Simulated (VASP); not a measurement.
Write the native input for VASP 6.6.1 that does the following.

- Task: single point
- Functional: PBE
- Potentials or basis: VASP PAW PBE potentials, release 64 (Mg, O)
- Cutoff: 520 eV
- k mesh: 33 × 33 × 33
- Occupations: fermi-dirac, width 0.0612256 eV
- Spin: no spin polarisation
- Dipole correction: no
- Further INCAR settings: ALGO = Normal; EDIFF = 1e-07; NBANDS = 12

The structure of Mg2O (antifluorite type) lies in POSCAR:

```
Mg2O
1.0
    0.0000000000      2.8007760609      2.8007760609
    2.8007760609      0.0000000000      2.8007760609
    2.8007760609      2.8007760609      0.0000000000
Mg O
2 1
Direct
    0.2500000000      0.2500000000      0.2500000000
    0.7500000000      0.7500000000      0.7500000000
    0.0000000000      0.0000000000      0.0000000000
```

The input as run:

INCAR

```
PREC = Accurate ; ENCUT = 520
EDIFF = 1E-7 ; ISMEAR = -1
SIGMA = 0.06122561905347299 ; LREAL = F
LASPH = T ; NELM = 60
ALGO = Normal ; ISIF = 2
LWAVE = F ; LCHARG = T
GGA = PE ; LELF = T
LVHAR = T ; NBANDS = 12
```

KPOINTS

```
regular mesh
0
Gamma
  33 33 33
```

Potentials or basis: VASP PAW PBE potentials, release 64 (Mg, O).

Run with:

```sh
$ cat potpaw_PBE.64/Mg/POTCAR potpaw_PBE.64/O/POTCAR > POTCAR
$ mpirun -np 1 vasp_std > vasp.out
```

It gave:

* Pressure: 1.0 GPa
* Band gap on the k mesh: 0.03 eV (least direct gap 0.04 eV)

Caveat: the smearing spreads over this small gap; semilocal functionals underestimate gaps, and a narrow one can read as zero; an odd mesh through Γ misses points on the zone boundary, where band edges can lie.

Run time: 12 min on 1 thread of Oxide Virtual Turin-like Processor, with other jobs on the host, peak memory 0.58 GiB.
